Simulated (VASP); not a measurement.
Wanted: the native input for a VASP 6.6.1 run.

```
Task                   : single point
Functional             : PBEsol
Potentials or basis    : VASP PAW PBE potentials, release 64 (Zr_sv, H)
Cutoff                 : 520 eV
k mesh                 : 10 × 10 × 10
Occupations            : fermi-dirac, width 0.02 eV
Spin                   : no spin polarisation
Dipole correction      : no
Further INCAR settings : ALGO = Normal; EDIFF = 1e-06; NBANDS = 14
```

The structure of ZrH2 lies in POSCAR:

```
ZrH2
1.0
    0.0000000000      2.4092250000      2.4092250000
    2.4092250000      0.0000000000      2.4092250000
    2.4092250000      2.4092250000      0.0000000000
Zr H
1 2
Direct
    0.0000000000      0.0000000000      0.0000000000
    0.7500000000      0.7500000000      0.7500000000
    0.2500000000      0.2500000000      0.2500000000
```

One way to write it, as run:

INCAR

```
SYSTEM = ZrH2
PREC     = Accurate       ! precision mode
ENCUT    = 520            ! plane-wave cutoff, eV
EDIFF    = 1E-6           ! SCF threshold, eV
ISMEAR   = -1             ! smearing method
SIGMA    = 0.02           ! smearing width, eV
LREAL    = .FALSE.        ! projectors in reciprocal space
LASPH    = .TRUE.         ! aspherical terms in the spheres
NELM     = 80             ! most SCF steps
ALGO     = Normal         ! electronic algorithm
ISIF     = 2              ! what is computed and relaxed
LWAVE    = .FALSE.        ! write WAVECAR
LCHARG   = .FALSE.        ! write CHGCAR
GGA      = PS             ! functional
NBANDS   = 14             ! bands
```

KPOINTS

```
Automatic mesh
0
G
  10 10 10
  0 0 0
```

Potentials or basis: VASP PAW PBE potentials, release 64 (Zr_sv, H).

The run is started by

```console
$ cat potpaw_PBE.64/Zr_sv/POTCAR potpaw_PBE.64/H/POTCAR > POTCAR
$ mpirun -np 1 vasp_std > vasp.out
```

Results of the run:

- Pressure: -4.6 GPa
- Band gap on the k mesh: zero (band 7 reaches 8.72 eV, above the bottom of band 8 at 7.93 eV)

Caveat: the PAW data sets were made with another functional, which shifts forces and pressure a little.

Wall time 13 s on 1 thread of AMD EPYC 9R14 (Zen 4), with other jobs on the host, peak memory 0.13 GiB.
